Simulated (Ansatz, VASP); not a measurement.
Two plane-wave programs on Pb

Contents of POSCAR:

```
Pb
1.0
    0.0000000000      2.4415696833      2.4415696833
    2.4415696833      0.0000000000      2.4415696833
    2.4415696833      2.4415696833      0.0000000000
Pb
1
Direct
    0.0000000000      0.0000000000      0.0000000000
```

File INCAR.step1:

```
SYSTEM = Pb
PREC = Accurate ; ENCUT = 520
EDIFF = 1E-5 ; ISMEAR = -1
SIGMA = 0.05 ; LREAL = .FALSE.
LASPH = .TRUE. ; NELM = 80
ALGO = Normal ; ISIF = 2
LWAVE = .TRUE. ; NBANDS = 13
GGA = PE
```

File INCAR.step2:

```
SYSTEM = Pb
PREC = Accurate ; ENCUT = 520
EDIFF = 1E-6 ; ISMEAR = -1
SIGMA = 0.05 ; LREAL = .FALSE.
LASPH = .TRUE. ; NELM = 80
ALGO = Normal ; ISIF = 2
LWAVE = .FALSE. ; LCHARG = .TRUE.
GGA = PS ; LHFCALC = .TRUE.
AEXX = 0.25 ; HFSCREEN = 0.207
PRECFOCK = Normal ; LELF = .TRUE.
LVHAR = .TRUE. ; NBANDS = 13
ISTART = 1
```

Contents of KPOINTS:

```
regular mesh
0
G
  5 5 5
  0 0 0
```

Contents of input.yaml:

```yaml
crystal:
  lattice:
    - [0.0, 2.4415696833, 2.4415696833]
    - [2.4415696833, 0.0, 2.4415696833]
    - [2.4415696833, 2.4415696833, 0.0]
  atoms:
    - { symbol: Pb, position: [0.0, 0.0, 0.0] }
hamiltonian:
  xc:
    exchange: hjs_pbesol
    correlation: pbesol
    exx: { coeff: 0.25, omega: 0.207 }
  pseudopotentials: { kind: paw }
kpoints:
  mp_grid: { grid: [5, 5, 5] }
scf:
  occupations: { method: fermi_dirac, width: 0.05 }
output:
  forces: true
  stress: true
  eigenvalues: true
```

Alike in both runs: task single point; functional PBEsol-based screened hybrid; k mesh 5 × 5 × 5; occupations fermi-dirac, width 0.05 eV; no spin polarisation.

```csv
,VASP,Ansatz
version,VASP 6.6.1,Ansatz 0.2.0
potentials or method,"VASP PAW PBE potentials, release 64 (Pb_d)",Ansatz PAW
plane-wave cutoff (eV),520,420
valence electrons in the cell,14,14
```

Ansatz gave:

- gap on the k mesh at the Fermi level (eV): none
- pressure (GPa): 0.7

Question: Estimate VASP's values.

Answer: gap on the k mesh at the Fermi level (eV): none; pressure (GPa): 0.6.

VASP's potentials were made for PBE, not for PBEsol-based screened hybrid. A gap of «none» marks a metal or a gap that the smearing closes.

The k mesh is coarse, so the values compare programs but aren't converged. Spin-orbit coupling is off throughout.
